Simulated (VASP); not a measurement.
Ga4AsP3, 8 atoms in the cell. The structure is tetragonal, space group P-4m2 (No. 115). Conventional cell: a = 3.937 Å, b = 3.937 Å, c = 11.116 Å, α = 90.00°, β = 90.00°, γ = 90.00°. P (site symmetry 2mm) has 4 Ga at 2.39 to 2.40 Å within 3.2 Å. Within 3.2 Å of P (site symmetry -4m2) lie 4 Ga at 2.39 Å. Within 3.2 Å of Ga (site symmetry 2mm) lie 4 P at 2.39 to 2.40 Å. Ga (site symmetry 2mm) has 2 P at 2.39 Å and 2 As at 2.46 Å within 3.2 Å. Within 3.2 Å of As (site symmetry -4m2) lie 4 Ga at 2.46 Å. 

- Program: VASP 6.6.1
- Task: relaxation of cell and atoms
- Functional: r2SCAN
- Potentials or basis: VASP PAW PBE potentials, release 64 (P, Ga_d, As)
- Cutoff: 600 eV
- k mesh: 6 × 6 × 2
- Occupations: fermi-dirac, width 0.02 eV
- Spin: no spin polarisation
- Dipole correction: no
- Further INCAR settings: ALGO = Normal; EDIFF = 1e-06; IBRION = 2; EDIFFG = -0.005; NSW = 80; ISIF = 3

Potentials or basis: VASP PAW PBE potentials, release 64 (P, Ga_d, As).

Run with:

```console
$ cat potpaw_PBE.64/P/POTCAR potpaw_PBE.64/Ga_d/POTCAR potpaw_PBE.64/As/POTCAR > POTCAR
$ cp INCAR.step1 INCAR
$ mpirun -np 1 vasp_std > vasp.out
$ cp INCAR.step2 INCAR
$ mpirun -np 1 vasp_std > vasp.out
```

Hardware: 1 thread of Oxide Virtual Turin-like Processor, with other jobs on the host.

Question: Estimate the wall time of this run.

Answer: Run time: 84 min on 1 thread of Oxide Virtual Turin-like Processor, on a shared host, peak memory 0.4 GiB. Counts: k points 20, ion steps 10.
